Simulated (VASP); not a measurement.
# Zr (P6_3/mmc) in VASP: notebook

Zr is run at these levels: PBE; tasks: single point.

Program: VASP 6.6.1. These are calculated values, not measurements. Logs are shortened: lines on timing, memory, paths and dates and some standing lists are left out, and cuts for length are marked.

## (1) The cell of the first run

Symmetry: P6_3/mmc, No. 194, hexagonal system. Conventional cell: a = 3.167 Å, b = 3.167 Å, c = 5.043 Å, α = 90.00°, β = 90.00°, γ = 120.00°. Within 4.1 Å of Zr (site symmetry -6m2) lie 12 Zr at 3.11 to 3.17 Å.

## (2) Single point, PBE (21.90 Å³/atom)

INCAR

```
SYSTEM = Zr
PREC = Accurate ; ENCUT = 520
EDIFF = 1E-6 ; ISMEAR = -1
SIGMA = 0.03 ; LREAL = .FALSE.
LASPH = .TRUE. ; NELM = 80
ALGO = Normal ; ISIF = 2
LWAVE = .FALSE. ; LCHARG = .FALSE.
GGA = PE ; NBANDS = 19
```

KPOINTS

```
regular mesh
0
G
  13 13 7
  0 0 0
```

POSCAR

```
Zr
1.0
    3.1665818138      0.0000000000      0.0000000000
   -1.5832909069      2.7423402939      0.0000000000
    0.0000000000      0.0000000000      5.0428235023
Zr
2
Direct
    0.3333333333      0.6666666667      0.2500000000
    0.6666666667      0.3333333333      0.7500000000
```

Potentials or basis: VASP PAW PBE potentials, release 64 (Zr_sv).

Command:

```console
$ cat potpaw_PBE.64/Zr_sv/POTCAR > POTCAR
$ mpirun -np 1 vasp_std > vasp.out
```

OUTCAR:

```text
SYSTEM = Zr
   PREC = Accurate
   ENCUT = 520
   EDIFF = 1E-6
   ISMEAR = -1
   LREAL = .FALSE.
   LASPH = .TRUE.
   NELM = 80
   ISIF = 2
   GGA = PE

 ion  position               nearest neighbor table
   1  0.333  0.667  0.250-   2 3.11   2 3.11   2 3.11   2 3.11   2 3.11   2 3.11
   2  0.667  0.333  0.750-   1 3.11   1 3.11   1 3.11   1 3.11   1 3.11   1 3.11

  LATTYP: Found a hexagonal cell.
 ALAT       =     3.1665818138
 C/A-ratio  =     1.5925132521

  Lattice vectors:

 A1 = (   3.1665818138,   0.0000000000,   0.0000000000)
 A2 = (  -1.5832909069,   2.7423402939,   0.0000000000)
 A3 = (   0.0000000000,   0.0000000000,   5.0428235023)

Analysis of symmetry for initial positions (statically):
=====================================================================
 Subroutine PRICEL returns:
 Original cell was already a primitive cell.

 Routine SETGRP: Setting up the symmetry group for a
 hexagonal supercell.

 Subroutine GETGRP returns: Found 24 space group operations
 (whereof 12 operations were pure point group operations)
 out of a pool of 24 trial point group operations.

The static configuration has the point symmetry D_3d.
 The point group associated with its full space group is D_6h.

Analysis of symmetry for dynamics (positions and initial velocities):
=====================================================================
 Subroutine PRICEL returns:
 Original cell was already a primitive cell.

 Routine SETGRP: Setting up the symmetry group for a
 hexagonal supercell.

 Subroutine GETGRP returns: Found 24 space group operations
 (whereof 12 operations were pure point group operations)
 out of a pool of 24 trial point group operations.

The dynamic configuration has the point symmetry D_3d.
 The point group associated with its full space group is D_6h.

 Subroutine INISYM returns: Found 24 space group operations
 (whereof 12 operations are pure point group operations),
 and found     1 'primitive' translations

----------------------------------------------------------------------------------------

                                     Primitive cell

  volume of cell :      43.7911

  direct lattice vectors                    reciprocal lattice vectors
     3.166581814  0.000000000  0.000000000     0.315797936  0.182326023  0.000000000
    -1.583290907  2.742340294  0.000000000     0.000000000  0.364652046  0.000000000
     0.000000000  0.000000000  5.042823502     0.000000000  0.000000000  0.198301606

  length of vectors
     3.166581814  3.166581814  5.042823502     0.364652046  0.364652046  0.198301606

  position of ions in fractional coordinates (direct lattice)
     0.333333333  0.666666667  0.250000000
     0.666666667  0.333333333  0.750000000

  ion indices of the primitive-cell ions
   primitive index   ion index
                 1           1
                 2           2

----------------------------------------------------------------------------------------

 KPOINTS: regular mesh

Automatic generation of k-mesh.
 Grid dimensions read from file:
 generate k-points for:   13   13    7

 Generating k-lattice:

  Cartesian coordinates                     Fractional coordinates (reciprocal lattice)
     0.024292149  0.014025079  0.000000000     0.076923077 -0.000000000  0.000000000
     0.000000000  0.028050157  0.000000000     0.000000000  0.076923077  0.000000000
     0.000000000  0.000000000  0.028328801     0.000000000  0.000000000  0.142857143

  Length of vectors
     0.028050157  0.028050157  0.028328801

  Shift w.r.t. Gamma in fractional coordinates (k-lattice)
     0.000000000  0.000000000  0.000000000

 Subroutine IBZKPT returns following result:
 ===========================================

 Found     84 irreducible k-points:

 Following reciprocal coordinates:
            Coordinates               Weight
  0.000000  0.000000  0.000000      1.000000
  0.076923 -0.000000  0.000000      6.000000
  0.153846  0.000000  0.000000      6.000000
  0.230769  0.000000  0.000000      6.000000
  0.307692  0.000000  0.000000      6.000000
  0.384615  0.000000  0.000000      6.000000
[... 16 lines left out ...]
  0.076923 -0.000000  0.142857     12.000000
  0.153846  0.000000  0.142857     12.000000
 [... further k-points ...]
   k-points           NKPTS =     84   k-points in BZ     NKDIM =     84   number of bands    NBANDS=     19
   number of dos      NEDOS =    301   number of ions     NIONS =      2
   total plane-waves  NPLWV =  23040
   dimension x,y,z NGX =    24 NGY =   24 NGZ =   40
   dimension x,y,z NGXF=    48 NGYF=   48 NGZF=   80
   ions per type =               2
   NGX,Y,Z   is equivalent  to a cutoff of  12.60, 12.60, 13.19 a.u.
   NGXF,Y,Z  is equivalent  to a cutoff of  25.20, 25.20, 26.37 a.u.
 SYSTEM =  Zr
   PREC   = accura    normal or accurate (medium, high low for compatibility)
   ISTART =      0    job   : 0-new  1-cont  2-samecut
   ICHARG =      2    charge: 1-file 2-atom 10-const
   ISPIN  =      1    spin polarized calculation?
   LNONCOLLINEAR =      F non collinear calculations
   LSORBIT =      F    spin-orbit coupling
   LASPH  =      T    aspherical Exc in radial PAW
   ENCUT  =  520.0 eV  38.22 Ry    6.18 a.u.   5.89  5.89  9.38*2*pi/ulx,y,z
   NELM   =     80;   NELMIN=  2; NELMDL= -5     # of ELM steps
   EDIFF  = 0.1E-05   stopping-criterion for ELM
   LREAL  =      F    real-space projection
   EDIFFG = 0.1E-04   stopping-criterion for IOM
   NSW    =      0    number of steps for IOM
   IBRION =     -1    ionic relax: 0-MD 1-quasi-New 2-CG
   NFREE  =      0    steps in history (QN), initial steepest desc. (CG)
   ISIF   =      2    stress and relaxation
   ISYM   =      2    0-nonsym 1-usesym 2-fastsym
   POTIM  = 0.5000    time-step for ionic-motion
   TEBEG  =    0.0;   TEEND  =   0.0 temperature during run
   PSTRESS=    0.0 pullay stress
   NELECT =      24.0000    total number of electrons
   NUPDOWN=      -1.0000    fix difference up-down
   EMIN   =  10.00;   EMAX   =-10.00  energy-range for DOS
   EFERMI =   0.00;   METHOD = LEGACY
   ISMEAR =    -1;   SIGMA  =   0.03  broadening in eV -4-tet -1-fermi 0-gaus
   EFERMI_NEDOS =   21; number of points for ismear=-14 and -15
   IALGO  =     38    algorithm
   IMIX   =      4    mixing-type and parameters
     AMIX     =   0.40;   BMIX     =  1.00
     AMIX_MAG =   1.60;   BMIX_MAG =  1.00
  volume/ion in A,a.u.               =      21.90       147.76
  Fermi-wavevector in a.u.,A,eV,Ry     =   1.339728  2.531719 24.420704  1.794871
  Thomas-Fermi vector in A             =   2.468097
   LORBIT       =      0    0 simple, 1 ext, 2 COOP (PROOUT), +10 PAW based schemes
   GGA     = PE    functional components
[... 5 lines left out ...]
 non-spin polarized calculation
  energy-cutoff  :      520.00
  volume of cell :       43.79
 maximum number of plane-waves:      1194
 NGX is ok and might be reduce to    24
   NGX = 11   NGY = 11   NGZ = 19

 number of electron      23.9999999 magnetization

 Free energy of the ion-electron system (eV)
  ---------------------------------------------------
  ext. energy  EPLUGINS =         0.00000000
  ---------------------------------------------------
  free energy    TOTEN  =       -16.97855013 eV

  energy without entropy =      -16.97134300  energy(sigma->0) =      -16.97494657

 E-fermi :   9.7154     XC(G=0): -11.3636

 val. band max:        9.7119346273   @ k =   0.2308   0.1538   0.4286
 cond. band min:       9.7168786971   @ k =   0.0769  -0.0000   0.2857
 fundamental gap:      0.0049440698
 Fermi energy:         9.7154179676

 k-point     1 :       0.0000    0.0000    0.0000
  band No.  band energies     occupation
      1     -39.0300      2.00000
      2     -38.8309      2.00000
      3     -17.6707      2.00000
      4     -16.6189      2.00000
      5     -16.6189      2.00000
      6     -16.4492      2.00000
[... 11 lines left out ...]
     18      11.9444      0.00000
     19      14.4212      0.00000

 k-point     2 :       0.0769   -0.0000    0.0000
  band No.  band energies     occupation
      1     -39.0213      2.00000
      2     -38.8273      2.00000
      3     -17.6488      2.00000
      4     -16.6681      2.00000
      5     -16.6351      2.00000
      6     -16.5002      2.00000
[... 11 lines left out ...]
     18      11.7858      0.00000
     19      14.5429      0.00000

 k-point     3 :       0.1538    0.0000    0.0000
  band No.  band energies     occupation
      1     -38.9969      2.00000
      2     -38.8177      2.00000
      3     -17.5857      2.00000
      4     -16.8043      2.00000
      5     -16.6782      2.00000
      6     -16.6380      2.00000
[... 11 lines left out ...]
     18      11.9298      0.00000
     19      14.8039      0.00000

 k-point     4 :       0.2308    0.0000    0.0000
  band No.  band energies     occupation
      1     -38.9610      2.00000
      2     -38.8052      2.00000
      3     -17.4885      2.00000
      4     -16.9955      2.00000
      5     -16.8238      2.00000
      6     -16.7362      2.00000
[... 11 lines left out ...]
     18      12.6457      0.00000
     19      15.0574      0.00000

 k-point     5 :       0.3077    0.0000    0.0000
  band No.  band energies     occupation
      1     -38.9203      2.00000
      2     -38.7944      2.00000
      3     -17.3697      2.00000
      4     -17.1968      2.00000
      5     -17.0117      2.00000
      6     -16.7952      2.00000
[... 11 lines left out ...]
     18      13.5445      0.00000
     19      15.2395      0.00000
[... 334 lines left out ...]
      2     -38.8000      2.00000
      3     -17.3123      2.00000
      4     -17.1476      2.00000
      5     -17.0838      2.00000
      6     -16.9943      2.00000
[... 11 lines left out ...]
     18      14.7588      0.00000
     19      16.6131      0.00000

 k-point    22 :       0.0000    0.0000    0.1429
  band No.  band energies     occupation
      1     -39.0203      2.00000
      2     -38.8410      2.00000
      3     -17.6144      2.00000
      4     -16.6106      2.00000
      5     -16.6106      2.00000
      6     -16.5139      2.00000
[... 11 lines left out ...]
     18      12.2227      0.00000
     19      14.4809      0.00000

 k-point    23 :       0.0769   -0.0000    0.1429
  band No.  band energies     occupation
      1     -39.0119      2.00000
      2     -38.8371      2.00000
      3     -17.5953      2.00000
      4     -16.6585      2.00000
      5     -16.6263      2.00000
      6     -16.5555      2.00000
[... 11 lines left out ...]
     18      12.1259      0.00000
     19      14.5794      0.00000

 k-point    24 :       0.1538    0.0000    0.1429
  band No.  band energies     occupation
      1     -38.9882      2.00000
      2     -38.8267      2.00000
      3     -17.5411      2.00000
      4     -16.7907      2.00000
      5     -16.6850      2.00000
      6     -16.6683      2.00000
[... 11 lines left out ...]
     18      12.1163      0.00000
     19      14.7856      0.00000

 [... further k-points ...]

------------------------ aborting loop because EDIFF is reached ----------------------------------------

  FORCE on cell =-STRESS in cart. coord.  units (eV):
  Direction    XX          YY          ZZ          XY          YZ          ZX
  --------------------------------------------------------------------------------------
  -------------------------------------------------------------------------------------
  Total        1.7765956      1.7765956      2.1115314     -0.0000000      0.0000000      0.0000000
  in kB       64.9999987     64.9999987     77.2542353     -0.0000000      0.0000000      0.0000000
  external PRESSURE =      69.0847443 kB  Pullay stress =       0.0000000 kB

 VOLUME and BASIS-vectors are now :
 -----------------------------------------------------------------------------
  energy-cutoff  :      520.00
  volume of cell :       43.79
      direct lattice vectors                 reciprocal lattice vectors
     3.166581814  0.000000000  0.000000000     0.315797936  0.182326023  0.000000000
    -1.583290907  2.742340294  0.000000000     0.000000000  0.364652046  0.000000000
     0.000000000  0.000000000  5.042823502     0.000000000  0.000000000  0.198301606

 POSITION                                       TOTAL-FORCE (eV/Angst)
 -----------------------------------------------------------------------------------
     -0.00000      1.82823      1.26071         0.000000     -0.000000      0.000000
      1.58329      0.91411      3.78212        -0.000000      0.000000      0.000000
 -----------------------------------------------------------------------------------
    total drift:                                0.000000     -0.000000      0.000000

  FREE ENERGIE OF THE ION-ELECTRON SYSTEM (eV)
  ---------------------------------------------------
  free  energy   TOTEN  =       -16.9785501332 eV

  energy  without entropy=      -16.9713430027  energy(sigma->0) =      -16.97494657
```

Wall time 61 s (1 thread of Intel Xeon 8259CL, shared host); peak memory 0.19 GiB.

What came out:

```
Free energy            : -16.9786 eV
Pressure               : 6.9 GPa
Band gap on the k mesh : zero (bands 12 and 13 overlap by 1.22 eV)
```

Levels at points of the mesh, in eV from the Fermi level:
```csv
k point,band 9,band 10,band 11,band 12,band 13,band 14,band 15,band 16
"(0.00, 0.00, 0.00)",-5.78,-3.22,0.85,0.85,1.02,1.40,1.60,1.60
```

Caveat: the cell stands under pressure.

## (3) Single point, PBE (22.82 Å³/atom)

This run uses another cell than the first one, of 22.82 Å³/atom.

INCAR

```
  PREC = Accurate
  ENCUT = 520
  EDIFF = 1E-6
  ISMEAR = -1
  SIGMA = 0.03
  LREAL = F
  LASPH = T
  NELM = 60
  ALGO = Normal
  ISIF = 2
  LWAVE = F
  LCHARG = F
  GGA = PE
  NBANDS = 19
```

KPOINTS

```
Automatic mesh
0
Gamma
  13 13 7
```

POSCAR

```
Zr
1.0
    3.2103063057      0.0000000000      0.0000000000
   -1.6051531528      2.7802068146      0.0000000000
    0.0000000000      0.0000000000      5.1124553350
Zr
2
Direct
    0.3333333333      0.6666666667      0.2500000000
    0.6666666667      0.3333333333      0.7500000000
```

Potentials or basis: VASP PAW PBE potentials, release 64 (Zr_sv).

Command:

```console
$ cat potpaw_PBE.64/Zr_sv/POTCAR > POTCAR
$ mpirun -np 1 vasp_std > vasp.out
```

Wall time 67 s (1 thread of Intel Xeon 8259CL, shared host); peak memory 0.2 GiB.

It converged, with:

* Free energy: -17.0325 eV
* Pressure: 2.5 GPa
* Band gap on the k mesh: zero (bands 12 and 13 overlap by 1.12 eV)

Stress tensor (GPa, compression positive):
```
2.14 0.00 0.00
0.00 2.14 0.00
0.00 0.00 3.14
```

Levels at points of the mesh, in eV from the Fermi level:
| k point | band 10 | band 11 | band 12 | band 13 | band 14 | band 15 |
| --- | --- | --- | --- | --- | --- | --- |
| (0.00, 0.00, 0.00) | -3.11 | 0.84 | 0.84 | 1.00 | 1.23 | 1.55 |
